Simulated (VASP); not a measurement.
# ZnCu2SnS4 (I-4) in VASP: a series of runs

The runs below take ZnCu2SnS4 through single point, relaxation of cell and atoms, with PBE.

All numbers are computed with VASP 6.6.1; they aren't measurements. Logs are shortened: lines on timing, memory, paths and dates and some standing lists are left out, and cuts for length are marked.

## (1) The cell of the first run

The structure is tetragonal, space group I-4 (No. 82). Conventional cell: a = 5.468 Å, b = 5.468 Å, c = 10.935 Å, α = 90.00°, β = 90.00°, γ = 90.00°. Within 3.1 Å of Cu (site symmetry -4) lie 4 S at 2.32 Å. Cu (site symmetry -4) has 4 S at 2.32 Å within 3.1 Å. Within 3.1 Å of Zn (site symmetry -4) lie 4 S at 2.37 Å. Sn (site symmetry -4) has 4 S at 2.47 Å within 3.3 Å. Within 3.1 Å of S (site symmetry 1) lie 2 Cu at 2.32 Å and 1 Zn at 2.37 Å and 1 Sn at 2.47 Å.

## (2) Single point, PBE

INCAR reads:

```
ALGO = Normal
EDIFF = 1E-6
ENCUT = 520
GGA = PE
ISIF = 2
ISMEAR = -1
LASPH = True
LCHARG = False
LREAL = False
LWAVE = False
NBANDS = 46
NELM = 100
PREC = Accurate
SIGMA = 0.02
```

KPOINTS reads:

```
k-points
0
Gamma
  6 6 6
```

POSCAR reads:

```
ZnCu2SnS4
1.0
   -2.7342380820      2.7342380820      5.4676678142
    2.7342380820     -2.7342380820      5.4676678142
    2.7342380820      2.7342380820     -5.4676678142
Cu Zn Sn S
2 1 1 4
Direct
    0.0000000000      0.0000000000      0.0000000000
    0.7500000000      0.2500000000      0.5000000000
    0.2500000000      0.7500000000      0.5000000000
    0.5000000000      0.5000000000      0.0000000000
    0.1042747287      0.6288744143      0.9919145688
    0.3711255857      0.3630401545      0.4754003144
    0.6369598455      0.1123601599      0.0080854312
    0.8876398401      0.8957252713      0.5245996856
```

Potentials or basis: VASP PAW PBE potentials, release 64 (Cu, Zn, Sn_d, S).

The run is started by

```bash
$ cat potpaw_PBE.64/Cu/POTCAR potpaw_PBE.64/Zn/POTCAR potpaw_PBE.64/Sn_d/POTCAR potpaw_PBE.64/S/POTCAR > POTCAR
$ mpirun -np 1 vasp_std > vasp.out
```

OUTCAR:

```text
EDIFF = 1E-6
   ENCUT = 520
   GGA = PE
   ISIF = 2
   ISMEAR = -1
   LASPH = True
   LREAL = False
   NELM = 100
   PREC = Accurate

 ion  position               nearest neighbor table
   1  0.000  0.000  0.000-   7 2.32   8 2.32   5 2.32   6 2.32
   2  0.750  0.250  0.500-   5 2.32   6 2.32   8 2.32   7 2.32
   3  0.250  0.750  0.500-   6 2.37   8 2.37   5 2.37   7 2.37
   4  0.500  0.500  0.000-   5 2.47   7 2.47   6 2.47   8 2.47
   5  0.104  0.629  0.992-   2 2.32   1 2.32   3 2.37   4 2.47
   6  0.371  0.363  0.475-   2 2.32   1 2.32   3 2.37   4 2.47
   7  0.637  0.112  0.008-   2 2.32   1 2.32   3 2.37   4 2.47
   8  0.888  0.896  0.525-   2 2.32   1 2.32   3 2.37   4 2.47

  LATTYP: Found a body centered tetragonal cell.
 ALAT       =     5.4684761640
 C/A-ratio  =     1.9997043601

  Lattice vectors:

 A1 = (  -2.7342380820,   2.7342380820,   5.4676678142)
 A2 = (   2.7342380820,  -2.7342380820,   5.4676678142)
 A3 = (   2.7342380820,   2.7342380820,  -5.4676678142)

Analysis of symmetry for initial positions (statically):
=====================================================================
 Subroutine PRICEL returns:
 Original cell was already a primitive cell.

 Routine SETGRP: Setting up the symmetry group for a
 body centered tetragonal supercell.

 Subroutine GETGRP returns: Found  4 space group operations
 (whereof  4 operations were pure point group operations)
 out of a pool of 16 trial point group operations.

The static configuration has the point symmetry S_4 .

Analysis of symmetry for dynamics (positions and initial velocities):
=====================================================================
 Subroutine PRICEL returns:
 Original cell was already a primitive cell.

 Routine SETGRP: Setting up the symmetry group for a
 body centered tetragonal supercell.

 Subroutine GETGRP returns: Found  4 space group operations
 (whereof  4 operations were pure point group operations)
 out of a pool of 16 trial point group operations.

The dynamic configuration has the point symmetry S_4 .

 Subroutine INISYM returns: Found  4 space group operations
 (whereof  4 operations are pure point group operations),
 and found     1 'primitive' translations

----------------------------------------------------------------------------------------

                                     Primitive cell

  volume of cell :     163.5064

  direct lattice vectors                    reciprocal lattice vectors
    -2.734238082  2.734238082  5.467667814     0.000000000  0.182866299  0.091446667
     2.734238082 -2.734238082  5.467667814     0.182866299  0.000000000  0.091446667
     2.734238082  2.734238082 -5.467667814     0.182866299  0.182866299  0.000000000

  length of vectors
     6.696828138  6.696828138  6.696828138     0.204456784  0.204456784  0.258612001

  position of ions in fractional coordinates (direct lattice)
     0.000000000  0.000000000  0.000000000
     0.750000000  0.250000000  0.500000000
     0.250000000  0.750000000  0.500000000
     0.500000000  0.500000000  0.000000000
     0.104274729  0.628874414  0.991914569
     0.371125586  0.363040154  0.475400314
     0.636959846  0.112360160  0.008085431
     0.887639840  0.895725271  0.524599686

  ion indices of the primitive-cell ions
   primitive index   ion index
                 1           1
                 2           2
                 3           3
                 4           4
                 5           5
                 6           6
                 7           7
                 8           8

----------------------------------------------------------------------------------------

 KPOINTS: k-points

Automatic generation of k-mesh.
 Grid dimensions read from file:
 generate k-points for:    6    6    6

 Generating k-lattice:

  Cartesian coordinates                     Fractional coordinates (reciprocal lattice)
     0.000000000  0.030477717  0.015241111     0.166666667 -0.000000000  0.000000000
     0.030477717  0.000000000  0.015241111    -0.000000000  0.166666667  0.000000000
     0.030477717  0.030477717  0.000000000     0.000000000  0.000000000  0.166666667

  Length of vectors
     0.034076131  0.034076131  0.043102000

  Shift w.r.t. Gamma in fractional coordinates (k-lattice)
     0.000000000  0.000000000  0.000000000

 Subroutine IBZKPT returns following result:
 ===========================================

 Found     36 irreducible k-points:

 Following reciprocal coordinates:
            Coordinates               Weight
  0.000000  0.000000  0.000000      1.000000
  0.166667  0.000000 -0.000000      8.000000
  0.333333  0.000000  0.000000      8.000000
  0.500000  0.000000  0.000000      4.000000
  0.166667  0.166667 -0.000000      8.000000
  0.333333  0.166667  0.000000      8.000000
[... 16 lines left out ...]
  0.333333 -0.333333  0.166667      4.000000
 -0.166667  0.333333  0.166667      8.000000
 [... further k-points ...]
   k-points           NKPTS =     36   k-points in BZ     NKDIM =     36   number of bands    NBANDS=     46
   number of dos      NEDOS =    301   number of ions     NIONS =      8
   total plane-waves  NPLWV = 125000
   dimension x,y,z NGX =    50 NGY =   50 NGZ =   50
   dimension x,y,z NGXF=   100 NGYF=  100 NGZF=  100
   ions per type =               2   1   1   4
   NGX,Y,Z   is equivalent  to a cutoff of  12.41, 12.41, 12.41 a.u.
   NGXF,Y,Z  is equivalent  to a cutoff of  24.82, 24.82, 24.82 a.u.
 SYSTEM =  unknown system
   PREC   = accura    normal or accurate (medium, high low for compatibility)
   ISTART =      0    job   : 0-new  1-cont  2-samecut
   ICHARG =      2    charge: 1-file 2-atom 10-const
   ISPIN  =      1    spin polarized calculation?
   LNONCOLLINEAR =      F non collinear calculations
   LSORBIT =      F    spin-orbit coupling
   LASPH  =      T    aspherical Exc in radial PAW
   ENCUT  =  520.0 eV  38.22 Ry    6.18 a.u.  12.45 12.45 12.45*2*pi/ulx,y,z
   NELM   =    100;   NELMIN=  2; NELMDL= -5     # of ELM steps
   EDIFF  = 0.1E-05   stopping-criterion for ELM
   LREAL  =      F    real-space projection
   EDIFFG = 0.1E-04   stopping-criterion for IOM
   NSW    =      0    number of steps for IOM
   IBRION =     -1    ionic relax: 0-MD 1-quasi-New 2-CG
   NFREE  =      0    steps in history (QN), initial steepest desc. (CG)
   ISIF   =      2    stress and relaxation
   ISYM   =      2    0-nonsym 1-usesym 2-fastsym
   POTIM  = 0.5000    time-step for ionic-motion
   TEBEG  =    0.0;   TEEND  =   0.0 temperature during run
   PSTRESS=    0.0 pullay stress
   NELECT =      72.0000    total number of electrons
   NUPDOWN=      -1.0000    fix difference up-down
   EMIN   =  10.00;   EMAX   =-10.00  energy-range for DOS
   EFERMI =   0.00;   METHOD = LEGACY
   ISMEAR =    -1;   SIGMA  =   0.02  broadening in eV -4-tet -1-fermi 0-gaus
   EFERMI_NEDOS =   21; number of points for ismear=-14 and -15
   IALGO  =     38    algorithm
   IMIX   =      4    mixing-type and parameters
     AMIX     =   0.40;   BMIX     =  1.00
     AMIX_MAG =   1.60;   BMIX_MAG =  1.00
  volume/ion in A,a.u.               =      20.44       137.92
  Fermi-wavevector in a.u.,A,eV,Ry     =   1.245491  2.353638 21.106022  1.551249
  Thomas-Fermi vector in A             =   2.379711
   LORBIT       =      0    0 simple, 1 ext, 2 COOP (PROOUT), +10 PAW based schemes
   GGA     = PE    functional components
   LHFCALC =     F    Hartree Fock is set to
   AEXX    =    0.0000 exact exchange contribution
   IVDW    =     0    specifies the selected vdW correction
   LEPSILON=     F    determine dielectric tensor
   LRPA    =     F    only Hartree local field effects (RPA)
 non-spin polarized calculation
  energy-cutoff  :      520.00
  volume of cell :      163.51
 maximum number of plane-waves:      4432
 NGX is ok and might be reduce to    50
   NGX = 25   NGY = 25   NGZ = 25

 number of electron      72.0000034 magnetization

 Free energy of the ion-electron system (eV)
  ---------------------------------------------------
  ext. energy  EPLUGINS =         0.00000000
  ---------------------------------------------------
  free energy    TOTEN  =       -32.59799095 eV

  energy without entropy =      -32.59780874  energy(sigma->0) =      -32.59789985

 E-fermi :   4.7245     XC(G=0):  -9.6938

 val. band max:        4.6872993016   @ k =   0.0000   0.0000   0.0000
 cond. band min:       4.7580217893   @ k =   0.0000   0.0000   0.0000
 fundamental gap:      0.0707224877
 Fermi energy:         4.7244898571

 k-point     1 :       0.0000    0.0000    0.0000
  band No.  band energies     occupation
      1     -17.5633      2.00000
      2     -17.5595      2.00000
      3     -17.5595      2.00000
      4     -17.4933      2.00000
      5     -17.4886      2.00000
      6      -9.6882      2.00000
[... 38 lines left out ...]
     45       9.9781      0.00000
     46      10.3040      0.00000

 k-point     2 :       0.1667    0.0000   -0.0000
  band No.  band energies     occupation
      1     -17.5634      2.00000
      2     -17.5596      2.00000
      3     -17.5595      2.00000
      4     -17.4932      2.00000
      5     -17.4885      2.00000
      6      -9.5982      2.00000
[... 38 lines left out ...]
     45      10.0386      0.00000
     46      10.3248      0.00000

 k-point     3 :       0.3333    0.0000    0.0000
  band No.  band energies     occupation
      1     -17.5636      2.00000
      2     -17.5598      2.00000
      3     -17.5594      2.00000
      4     -17.4930      2.00000
      5     -17.4884      2.00000
      6      -9.3525      2.00000
[... 1018 lines left out ...]
     45      10.6864      0.00000
     46      10.8646      0.00000

 k-point    24 :      -0.1667    0.3333    0.1667
  band No.  band energies     occupation
      1     -17.5637      2.00000
      2     -17.5599      2.00000
      3     -17.5594      2.00000
      4     -17.4928      2.00000
      5     -17.4883      2.00000
      6      -9.1306      2.00000
[... 38 lines left out ...]
     45      10.5384      0.00000
     46      10.8336      0.00000

 [... further k-points ...]

------------------------ aborting loop because EDIFF is reached ----------------------------------------

  FORCE on cell =-STRESS in cart. coord.  units (eV):
  Direction    XX          YY          ZZ          XY          YZ          ZX
  --------------------------------------------------------------------------------------
  -------------------------------------------------------------------------------------
  Total        0.0528816      0.0528816      0.0635160     -0.0000001      0.0000000      0.0000000
  in kB        0.5181794      0.5181794      0.6223847     -0.0000010      0.0000000      0.0000000
  external PRESSURE =       0.5529145 kB  Pullay stress =       0.0000000 kB

 VOLUME and BASIS-vectors are now :
 -----------------------------------------------------------------------------
  energy-cutoff  :      520.00
  volume of cell :      163.51
      direct lattice vectors                 reciprocal lattice vectors
    -2.734238082  2.734238082  5.467667814     0.000000000  0.182866299  0.091446667
     2.734238082 -2.734238082  5.467667814     0.182866299  0.000000000  0.091446667
     2.734238082  2.734238082 -5.467667814     0.182866299  0.182866299  0.000000000

 POSITION                                       TOTAL-FORCE (eV/Angst)
 -----------------------------------------------------------------------------------
      0.00000      0.00000      0.00000         0.000000     -0.000000      0.000000
      0.00000      2.73424      2.73383         0.000000     -0.000000     -0.000000
      2.73424      0.00000      2.73383         0.000000     -0.000000      0.000000
      0.00000      0.00000      5.46767         0.000000     -0.000000      0.000000
      4.14651      1.27775     -1.41484        -0.013628      0.031773      0.015905
      1.27775      1.32197      1.41484         0.031773      0.013628     -0.015905
     -1.41227      1.45649      4.05282         0.013628     -0.031773      0.015905
      1.45649      1.41227      6.88251        -0.031773     -0.013628     -0.015905
 -----------------------------------------------------------------------------------
    total drift:                               -0.000015     -0.000015     -0.000018

  FREE ENERGIE OF THE ION-ELECTRON SYSTEM (eV)
  ---------------------------------------------------
  free  energy   TOTEN  =       -32.5979909470 eV

  energy  without entropy=      -32.5978087442  energy(sigma->0) =      -32.59789985
```

Run time: 15 min. Hardware: 1 thread of Intel Xeon Platinum 8375C at 2.90GHz (Ice Lake), shared host; peak memory 0.51 GiB.

Results:

```
Free energy            : -32.5980 eV
Pressure               : 0.1 GPa
Largest force          : 0.038 eV/Å
Band gap on the k mesh : 0.07 eV
```

Forces in eV/Å, atoms in the order of the input:
```
Cu   0.000  0.000  0.000
Cu   0.000  0.000  0.000
Zn   0.000  0.000  0.000
Sn   0.000  0.000  0.000
S   -0.014  0.032  0.016
S    0.032  0.014 -0.016
S    0.014 -0.032  0.016
S   -0.032 -0.014 -0.016
```

Caveat: spin-orbit coupling is left out, which moves the levels of the heavy elements. A k mesh can miss the band edges.

(Continued in part 2 of 2.)
